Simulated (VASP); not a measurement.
Wanted: the native input for a VASP 6.6.1 run.

```yaml
Task: relaxation of cell and atoms
Functional: PBE
Potentials_or_basis: VASP PAW PBE potentials, release 64 (Nb_sv)
Cutoff: 600 eV
k_mesh: 23 × 23 × 23
Occupations: methfessel-paxton, width 0.1 eV
Spin: no spin polarisation
Dipole_correction: no
Further_INCAR_settings: ALGO = Normal; EDIFF = 1e-06; IBRION = 2; EDIFFG = -0.005; NSW = 60; ISIF = 3
```

The structure of Nb lies in POSCAR:

```
Nb
1.0
   -1.6500000000      1.6500000000      1.6500000000
    1.6500000000     -1.6500000000      1.6500000000
    1.6500000000      1.6500000000     -1.6500000000
Nb
1
Direct
    0.0000000000      0.0000000000      0.0000000000
```

These files were run (other wordings do the same):

INCAR

```
ALGO = Normal
EDIFF = 1E-6
EDIFFG = -0.005
ENCUT = 600
GGA = PE
IBRION = 2
ISIF = 3
ISMEAR = 1
LASPH = True
LCHARG = False
LREAL = False
LWAVE = False
NELM = 100
NSW = 60
PREC = Accurate
SIGMA = 0.1
```

KPOINTS

```
k-points
0
Gamma
  23 23 23
```

Potentials or basis: VASP PAW PBE potentials, release 64 (Nb_sv).

Command:

```bash
$ cat potpaw_PBE.64/Nb_sv/POTCAR > POTCAR
$ mpirun -np 1 vasp_std > vasp.out
```

Results of the run:

```yaml
Relaxed_volume: 18.08 Å³/atom
Relaxed_cell: a = 2.864 Å, b = 2.864 Å, c = 2.864 Å, α = 109.47°, β = 109.47°, γ = 109.47°
Space_group_after_relaxing_to_0.1_Å: Im-3m (No. 229)
Energy_gained_by_relaxing: 0.4 meV/atom
Ionic_steps: 3
Pressure_after_relaxing: 0.0 GPa
Band_gap_on_the_k_mesh: zero (an odd number of electrons rules out a gap without spin polarisation)
```

Run time: 2.9 min on 1 thread of Intel Xeon 8259CL, on a shared host, peak memory 0.22 GiB.
